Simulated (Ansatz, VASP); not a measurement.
## Al2C3: VASP beside Ansatz

```
CELL_PARAMETERS angstrom
2.86549 0.00000 0.00000
-1.43274 2.48158 0.00000
0.00000 0.00000 6.09621
ATOMIC_POSITIONS crystal
Al 0.33333 0.66667 0.17396
Al 0.66667 0.33333 0.82604
C 0.00000 0.00000 0.00000
C 0.33333 0.66667 0.54718
C 0.66667 0.33333 0.45282
```

Alike in both runs: functional PBE; k mesh 6 × 6 × 4; occupations gaussian, width 0.1 eV; no spin polarisation.

Ansatz relaxed the structure, and its values are those at the end. VASP's run is a single point on that final structure, the one shown.

|  | VASP | Ansatz |
| --- | --- | --- |
| version | VASP 6.6.1 | Ansatz 0.2.0 |
| potentials or method | VASP PAW PBE potentials, release 64 (Al, C), cutoff 520 eV | scalar-relativistic, plane waves, PAW |
| valence electrons in the cell | 18 | 18 |

|  | VASP | Ansatz | Ansatz less VASP |
| --- | --- | --- | --- |
| gap on the k mesh at the Fermi level (eV) | none | none | - |
| pressure (GPa) | 0.0 | 0.0 | -0.01 |
| rms of the force components (eV/Å) | 0.005 | 0.001 | -0.0038 |

A gap of «none» marks a metal or a gap that the smearing closes.

The k mesh is coarse, so the values compare programs but aren't converged.
